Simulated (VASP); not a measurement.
The system is Li.

```xyz
1
Lattice="-1.7547 1.7547 1.7547 1.7547 -1.7547 1.7547 1.7547 1.7547 -1.7547" Properties=species:S:1:pos:R:3 pbc="T T T"
Li    0.0000    0.0000    0.0000
```

```yaml
Program: VASP 6.6.1
Task: relaxation of cell and atoms
Functional: LDA
Potentials_or_basis: VASP PAW LDA potentials, release 64 (Li_sv)
Cutoff: 600 eV
k_mesh: 8 × 8 × 8
Occupations: gaussian, width 0.1 eV
Spin: no spin polarisation
```

At the start: pressure -1.6 GPa; volume 21.61 Å³/atom.

Problem. How do energy, volume and symmetry change on relaxing?

Solution. Over 5 steps the energy falls by 15.9 meV/atom and the volume is 18.89 Å³/atom (-12.6 %); space group Im-3m (No. 229, to 0.05 Å).

Step by step:
```
step  energy change (eV)  largest force (eV/Å)  pressure (GPa)  volume (Å³)
   1              0.0000                0.0000           -1.63        21.61
   2             -0.0063                0.0000           -1.33        20.93
   3             -0.0147                0.0000           -0.53        19.54
   4             -0.0055                0.0000            1.96        16.94
   5             -0.0159                0.0000           -0.09        18.89
```

Final structure:
```xyz
1
Lattice="-1.6779 1.6779 1.6779 1.6779 -1.6779 1.6779 1.6779 1.6779 -1.6779" Properties=species:S:1:pos:R:3 pbc="T T T"
Li    0.0000    0.0000    0.0000
```

Caveat: the cutoff is under 1.25 times the usual one of these potentials, so pressure, stress and relaxed cells hold a basis-set (Pulay) error; the volume moved by -13 % from the deposited cell, more than functionals usually miss.
